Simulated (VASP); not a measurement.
Zr2Cl: single point with PBE

Crystal: Zr2Cl.

```
CELL_PARAMETERS angstrom
0.00000 5.45636 5.45636
5.45636 0.00000 5.45636
5.45636 5.45636 0.00000
ATOMIC_POSITIONS crystal
Zr 0.62500 0.62500 0.62500
Zr 0.62500 0.62500 0.12500
Zr 0.62500 0.12500 0.62500
Zr 0.12500 0.62500 0.62500
Cl 0.50000 0.50000 0.50000
Cl 0.75000 0.75000 0.75000
```

The cell was generated, and may not be a known phase.

- Program: VASP 6.6.1
- Task: single point
- Functional: PBE
- Potentials or basis: VASP PAW PBE potentials, release 64 (Zr_sv, Cl)
- Cutoff: 520 eV
- k mesh: 4 × 4 × 4
- Occupations: gaussian, width 0.1 eV
- Spin: collinear spin
- Starting moments: [1.0, 1.0, 1.0, 1.0, 0.0, 0.0] μB
- Dipole correction: no
- Further INCAR settings: ALGO = Normal; EDIFF = 1e-06; NBANDS = 44

| Item | Value |
| --- | --- |
| Pressure | 0.1 GPa |
| Net moment | 0.93 μB per cell |
| Site moments | Zr +0.12; Cl -0.00 μB |
| Valence electrons inside the program's atomic spheres | Zr 9.81; Cl 5.16 |

Levels at points of the mesh, in eV from the Fermi level:
Spin up:
```csv
k point,band 28,band 29,band 30,band 31,band 32,band 33,band 34,band 35,band 36,band 37
"(0.00, 0.00, 0.00)",-0.48,-0.48,-0.48,-0.21,-0.21,-0.21,1.22,1.22,1.23,1.23
"(0.50, 0.00, 0.00)",-0.67,-0.22,-0.22,-0.08,0.27,0.27,0.36,0.36,0.77,0.77
"(0.50, 0.50, 0.00)",-0.32,-0.26,-0.26,-0.17,-0.17,0.30,0.30,0.34,0.34,0.78
```
Spin down:
| k point | band 29 | band 30 | band 31 | band 32 | band 33 | band 34 |
| --- | --- | --- | --- | --- | --- | --- |
| (0.00, 0.00, 0.00) | -0.38 | -0.38 | -0.04 | -0.04 | -0.04 | 1.40 |
| (0.50, 0.00, 0.00) | -0.11 | -0.11 | 0.08 | 0.39 | 0.39 | 0.53 |
| (0.50, 0.50, 0.00) | -0.13 | -0.13 | -0.10 | -0.10 | 0.47 | 0.47 |

Wall time 7.6 min on 1 thread of AMD EPYC 7R43 64-Core Processor (Zen 3), on a shared host, peak memory 0.7 GiB.

Caveat: a moment this small can come from the mesh or the smearing.
